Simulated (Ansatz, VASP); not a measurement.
# Two plane-wave programs on BaTiO3

```xyz
5
Lattice="3.8929 0.0000 0.0000 0.0000 3.9723 0.0000 0.0000 0.0000 4.1124" Properties=species:S:1:pos:R:3 pbc="T T T"
Ba    0.0000    0.0000    4.0820
Ti    1.9464    1.9862    1.9514
O     1.9464    1.9862    0.1298
O     1.9464    0.0000    2.1164
O     0.0000    1.9862    2.1164
```

Change from the starting cell: strain -0.0200 x Voigt [1, 0, 0, 0, 0, 0], atoms carried along.

Alike in both runs: task single point; functional r2SCAN; k mesh 8 × 8 × 8; occupations gaussian, width 0.05 eV; no spin polarisation.

```csv
,VASP,Ansatz
version,VASP 6.6.1,Ansatz 0.2.0
potentials or method,"VASP PAW PBE potentials, release 64 (Ba_sv, Ti_sv, O), cutoff 520 eV","scalar-relativistic, plane waves, PAW"
valence electrons in the cell,40,40
```

```csv
,VASP,Ansatz,Ansatz less VASP
gap on the k mesh at the Fermi level (eV),2.25,2.27,+0.019
least direct gap on the mesh (eV),2.76,2.75,-0.010
pressure (GPa),5.9,3.8,-2.07
"traceless stress, the component that is largest in VASP (GPa)",3.00,2.95,-0.049
rms of the force components (eV/Å),0.082,0.034,-0.0488
```

VASP's potentials were made for PBE, not for r2SCAN. Atom by atom the forces differ by 0.058 eV/Å (rms over components).

Spin-orbit coupling is off throughout.
